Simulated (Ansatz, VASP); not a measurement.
# One calculation of Co, two programs

The input INCAR:

```
PREC     = Accurate       # precision mode
ENCUT    = 520            # plane-wave cutoff, eV
EDIFF    = 1E-6           # SCF threshold, eV
ISMEAR   = -1             # smearing method
SIGMA    = 0.1            # smearing width, eV
LREAL    = False          # projectors in reciprocal space
LASPH    = True           # aspherical terms in the spheres
NELM     = 80             # most SCF steps
ALGO     = Normal         # electronic algorithm
ISIF     = 2              # what is computed and relaxed
LWAVE    = False          # write WAVECAR
LCHARG   = False          # write CHGCAR
GGA      = B5             # functional
ALDAX    = 1.0          
AGGAX    = 1.0          
AGGAC    = 1.0          
ALDAC    = 0.0          
NBANDS   = 10             # bands
```

File KPOINTS:

```
Automatic mesh
0
Gamma
  15 15 15
```

Contents of POSCAR:

```
Co
1.0
    2.4098336830      0.0000000000      0.0000000000
    0.0000000000      2.4098336830      0.0000000000
    0.0000000000      0.0000000000      2.4098336830
Co
1
Direct
    0.0000000000      0.0000000000      0.0000000000
```

Input for Ansatz:

```yaml
crystal:
  lattice:
    - [2.409833683, 0.0, 0.0]
    - [0.0, 2.409833683, 0.0]
    - [0.0, 0.0, 2.409833683]
  atoms:
    - { symbol: Co, position: [0.0, 0.0, 0.0] }
hamiltonian:
  xc: blyp
  pseudopotentials:
    kind: paw
    azcp:
      Co: "pseudopotentials/Co.paw.azcp"
basis:
  ecutwfc: 420
  fft_grid_basis: typed
kpoints:
  mp_grid: { grid: [15, 15, 15], shift: [0, 0, 0] }
magnetization:
  spin_polarized: false
scf:
  occupations: { method: fermi_dirac, width: 0.1 }
  lower_state_search: "off"
output:
  stress: true
  write_density: true
  write_potential: true
  elf: true
  volumetric_format: npy
```

Alike in both runs: task single point; functional BLYP; k mesh 15 × 15 × 15; occupations fermi-dirac, width 0.1 eV; no spin polarisation.

```csv
,VASP,Ansatz
version,VASP 6.6.1,Ansatz 0.2.0
potentials or method,"VASP PAW PBE potentials, release 64 (Co), cutoff 520 eV","plane waves (420 eV) with PAW, scalar-relativistic"
valence electrons in the cell,9,17
```

```csv
,VASP,Ansatz,Ansatz less VASP
pressure (GPa),-13.6,-13.6,+0.04
```

VASP's potentials were made for PBE, not for BLYP. The functional is the same, so the differences come from potentials, cutoffs and numerics. VASP's potentials hold 9 valence electrons a cell and Ansatz's 17, so a difference there can come from the potentials and not from the codes.
